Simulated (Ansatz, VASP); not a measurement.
## One calculation of NaAl5O2, two programs

```
CELL_PARAMETERS angstrom
2.89328 0.00000 0.00000
-1.44664 2.50565 0.00000
0.00000 0.00000 29.28182
ATOMIC_POSITIONS crystal
Na 0.66667 0.33333 0.09145
Na 0.33333 0.66667 0.90855
Al 0.33333 0.66667 0.18507
Al 0.00000 0.00000 0.00000
Al 0.66667 0.33333 0.81493
Al 0.00000 0.00000 0.26214
Al 0.00000 0.00000 0.73786
Al 0.66667 0.33333 0.57983
Al 0.00000 0.00000 0.50000
Al 0.33333 0.66667 0.42017
Al 0.66667 0.33333 0.34137
Al 0.33333 0.66667 0.65863
O 0.00000 0.00000 0.14903
O 0.33333 0.66667 0.03459
O 0.66667 0.33333 0.96541
O 0.00000 0.00000 0.85097
```

Alike in both runs: functional PBE; k mesh 6 × 6 × 1; occupations gaussian, width 0.2 eV; no spin polarisation.

Ansatz relaxed the structure, and its values are those at the end. VASP's run is a single point on that final structure, the one shown.

|  | VASP | Ansatz |
| --- | --- | --- |
| version | VASP 6.6.1 | Ansatz 0.2.0 |
| potentials or method | VASP PAW PBE potentials, release 64 (Na_pv, Al, O), cutoff 520 eV | scalar-relativistic, plane waves, PAW |
| valence electrons in the cell | 68 | 72 |

```csv
,VASP,Ansatz,Ansatz less VASP
gap on the k mesh at the Fermi level (eV),none,none,-
pressure (GPa),0.1,0.1,+0.02
rms of the force components (eV/Å),0.012,0.012,0.0000
```

A gap of «none» marks a metal or a gap that the smearing closes. VASP's potentials hold 68 valence electrons a cell and Ansatz's 72, so a difference there can come from the potentials and not from the codes.

The k mesh is coarse, so the values compare programs but aren't converged.
